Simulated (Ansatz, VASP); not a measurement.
## WS2 in VASP and in Ansatz

```
W S
1.0
     3.05997    0.00000    0.00000
    -1.52999    2.65002    0.00000
     0.00000    0.00000   12.34853
W S
2 4
Direct
  0.33333 0.66667 0.25000
  0.66667 0.33333 0.75000
  0.33333 0.66667 0.62655
  0.66667 0.33333 0.12655
  0.33333 0.66667 0.87345
  0.66667 0.33333 0.37345
```

Alike in both runs: task single point; functional PBEsol; k mesh 12 × 12 × 2; occupations gaussian, width 0.05 eV; no spin polarisation.

```csv
,VASP,Ansatz
version,VASP 6.6.1,Ansatz 0.2.0
potentials or method,"VASP PAW PBE potentials, release 64 (W_sv, S), cutoff 520 eV","scalar-relativistic, plane waves, PAW"
valence electrons in the cell,52,52
```

Ansatz gave:

| Item | Value |
| --- | --- |
| gap on the k mesh at the Fermi level (eV) | 1.03 |
| least direct gap on the mesh (eV) | 2.06 |
| pressure (GPa) | 16.5 |
| traceless stress, the component that is largest in VASP (GPa) | 0.86 |
| rms of the force components (eV/Å) | 0.810 |

Problem. Estimate VASP's values.

Solution. gap on the k mesh at the Fermi level (eV): 1.05; least direct gap on the mesh (eV): 2.07; pressure (GPa): 16.7; traceless stress, the component that is largest in VASP (GPa): 0.87; rms of the force components (eV/Å): 0.819.

VASP's potentials were made for PBE, not for PBEsol, and Ansatz warns of the same on its side. Atom by atom the forces differ by 0.010 eV/Å (rms over components). With one functional, cell and mesh, what is left measures potentials, basis and numerics.

Neither program's run includes spin-orbit coupling.
